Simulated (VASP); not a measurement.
Input of a VASP 6.6.1 run:

File INCAR:

```
ALGO = Normal
DIPOL = 0.5 0.5 0.500
EDIFF = 1E-6
ENCUT = 520
GGA = PS
GGA_COMPAT = F
IDIPOL = 3
ISIF = 2
ISMEAR = 0
LASPH = T
LCHARG = F
LDIPOL = T
LREAL = F
LWAVE = F
NBANDS = 33
NELM = 120
NELMDL = -8
PREC = Accurate
SIGMA = 0.03
```

Contents of KPOINTS:

```
k-points
0
Gamma
  12 12 1
```

POSCAR

```
HC5
1.0
    2.5128226530      0.0000000288      0.0000000000
   -1.2564113514      2.1761682383      0.0000000000
    0.0000000000      0.0000000000     24.9997626521
C H
10 2
Direct
    1.0000000000      0.0000000000      0.3264970777
    0.6666666667      0.3333333333      0.3458874768
    0.6666666667      0.3333333333      0.4077172280
    0.3333333333      0.6666666667      0.4281780333
    0.3333333333      0.6666666667      0.4897463681
    0.0000000000      0.0000000000      0.5102557125
    0.0000000000      0.0000000000      0.5718239996
    0.6666666667      0.3333333333      0.5922847367
    0.6666666667      0.3333333333      0.6541144854
    0.3333333333      0.6666666667      0.6735048992
    0.3333333333      0.6666666667      0.7180610178
    1.0000000000      0.0000000000      0.2819409437
```

Potentials or basis: VASP PAW PBE potentials, release 64 (C, H).

The run is started by

```sh
$ cat potpaw_PBE.64/C/POTCAR potpaw_PBE.64/H/POTCAR > POTCAR
$ mpirun -np 1 vasp_std > vasp.out
```

(1) Predict the band gap on the k mesh.

(2) What does it give for the largest force?

## Answers

(1) 2.80 eV, direct.

(2) 0.040 eV/Å.

Caveat: the PAW data sets were made with another functional, which shifts forces and pressure a little.
